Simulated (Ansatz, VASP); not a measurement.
**One calculation of InSe, two programs**

File INCAR:

```
PREC     = Accurate       # precision mode
ENCUT    = 520            # plane-wave cutoff, eV
EDIFF    = 1E-6           # SCF threshold, eV
ISMEAR   = 0              # smearing method
SIGMA    = 0.02           # smearing width, eV
LREAL    = F              # projectors in reciprocal space
LASPH    = T              # aspherical terms in the spheres
NELM     = 80             # most SCF steps
ALGO     = Normal         # electronic algorithm
ISIF     = 2              # what is computed and relaxed
LWAVE    = F              # write WAVECAR
LCHARG   = T              # write CHGCAR
LDIPOL   = T            
IDIPOL   = 3            
DIPOL    = 0.5 0.5 0.500
GGA      = PE             # functional
IVDW     = 12             # dispersion correction
LELF     = T              # ELF
LVHAR    = T            
LVACPOTAV= T            
NBANDS   = 27             # bands
```

Contents of KPOINTS:

```
regular mesh
0
Gamma
  9 9 1
```

Contents of POSCAR:

```
InSe
1.0
    3.8920000000      0.0000000000      0.0000000000
   -1.9460000000      3.3705708715      0.0000000000
    0.0000000000      0.0000000000     36.7211901288
Se In
2 2
Direct
    0.0000000000      0.0000000000      0.4282428102
    0.0000000000      0.0000000000      0.5717294451
    0.6666666667      0.3333333333      0.4627593992
    0.6666666667      0.3333333333      0.5372129085
```

Input for Ansatz:

```yaml
crystal:
  lattice:
    - [3.892, 0.0, 0.0]
    - [-1.946, 3.3705708715, 0.0]
    - [0.0, 0.0, 36.7211901288]
  atoms:
    - { symbol: Se, position: [0.0, 0.0, 0.4282428102] }
    - { symbol: In, position: [0.6666666667, 0.3333333333, 0.4627593992] }
    - { symbol: In, position: [0.6666666667, 0.3333333333, 0.5372129085] }
    - { symbol: Se, position: [0.0, 0.0, 0.5717294451] }
  periodic: [true, true, false]
basis:
  ecutwfc: 420
kpoints:
  mp_grid: { grid: [9, 9, 1] }
hamiltonian:
  xc: pbe
  dispersion: d3bj
scf:
  occupations: { method: gaussian, width: 0.02 }
output:
  forces: true
  stress: true
  eigenvalues: true
  write_density: true
  write_potential: true
  elf: true
  volumetric_format: npy
```

Alike in both runs: task single point; functional PBE; dispersion D3(BJ); k mesh 9 × 9 × 1; occupations gaussian, width 0.02 eV; no spin polarisation.

|  | VASP | Ansatz |
| --- | --- | --- |
| version | VASP 6.6.1 | Ansatz 0.2.0 |
| potentials or method | VASP PAW PBE potentials, release 64 (Se, In_d), cutoff 520 eV | scalar-relativistic, plane waves, PAW |
| valence electrons in the cell | 38 | 58 |

Ansatz gave:

| Quantity | Value |
| --- | --- |
| gap on the k mesh at the Fermi level (eV) | 2.03 |
| least direct gap on the mesh (eV) | 2.13 |
| rms of the force components (eV/Å) | 0.376 |

Task: What did VASP give for the same quantities?

Result: gap on the k mesh at the Fermi level (eV): 2.02; least direct gap on the mesh (eV): 2.12; rms of the force components (eV/Å): 0.386.

VASP's potentials hold 38 valence electrons a cell and Ansatz's 58, so a difference there can come from the potentials and not from the codes. Ansatz's warnings: xc potential rough in thin density.
